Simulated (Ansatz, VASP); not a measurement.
**One calculation of BeSe2, two programs**

```xyz
3
Lattice="3.5173 0.0000 0.0000 -1.7587 3.0461 0.0000 0.0000 0.0000 5.7885" Properties=species:S:1:pos:R:3 pbc="T T T"
Be    0.0000    2.0307    2.8943
Se    0.0000    0.0000    4.1927
Se    0.0000    0.0000    1.5958
```

Alike in both runs: functional PBE; k mesh 7 × 7 × 3; occupations gaussian, width 0.2 eV; no spin polarisation.

Ansatz relaxed the structure, and its values are those at the end. VASP's run is a single point on that final structure, the one shown.

```csv
,VASP,Ansatz
version,VASP 6.6.1,Ansatz 0.2.0
potentials or method,"VASP PAW PBE potentials, release 64 (Be, Se), cutoff 600 eV","scalar-relativistic, plane waves, PAW"
valence electrons in the cell,14,34
```

```tsv
	VASP	Ansatz	Ansatz less VASP
gap on the k mesh at the Fermi level (eV)	none	none	-
pressure (GPa)	0.0	-0.1	-0.09
rms of the force components (eV/Å)	0.037	0.027	-0.0096
```

A gap of «none» marks a metal or a gap that the smearing closes. The functional is the same, so the differences come from potentials, cutoffs and numerics. VASP's potentials hold 14 valence electrons a cell and Ansatz's 34, so a difference there can come from the potentials and not from the codes.

The k mesh is coarse, so the values compare programs but aren't converged.
